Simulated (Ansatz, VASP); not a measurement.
**Two plane-wave programs on SrO**

```
Sr O
1.0
     4.27547    0.00000    0.00000
    -2.13773    3.70266    0.00000
     0.00000    0.00000    5.15559
Sr O
2 2
Direct
  0.33333 0.66667 0.93813
  0.66667 0.33333 0.43813
  0.30633 0.61265 0.43687
  0.63966 0.27932 0.93687
```

Change from the starting cell: all O atoms moved -0.200 Å, as atom 3 along Cartesian [0 1 0].

Alike in both runs: task single point; functional PBE; k mesh 6 × 6 × 6; occupations gaussian, width 0.05 eV; no spin polarisation.

|  | VASP | Ansatz |
| --- | --- | --- |
| version | VASP 6.6.1 | Ansatz 0.2.0 |
| potentials or method | VASP PAW PBE potentials, release 64 (Sr_sv, O), cutoff 600 eV | scalar-relativistic, plane waves, PAW |
| valence electrons in the cell | 32 | 32 |

VASP gave:

| Item | Value |
| --- | --- |
| gap on the k mesh at the Fermi level (eV) | 2.67 |
| least direct gap on the mesh (eV) | 2.69 |
| pressure (GPa) | 2.5 |
| traceless stress, the component that is largest in VASP (GPa) | -1.23 |
| rms of the force components (eV/Å) | 0.628 |

Problem. What did Ansatz give for the same quantities?

Solution. gap on the k mesh at the Fermi level (eV): 2.68; least direct gap on the mesh (eV): 2.71; pressure (GPa): 2.0; traceless stress, the component that is largest in VASP (GPa): -1.16; rms of the force components (eV/Å): 0.597.

Atom by atom the forces differ by 0.031 eV/Å (rms over components).
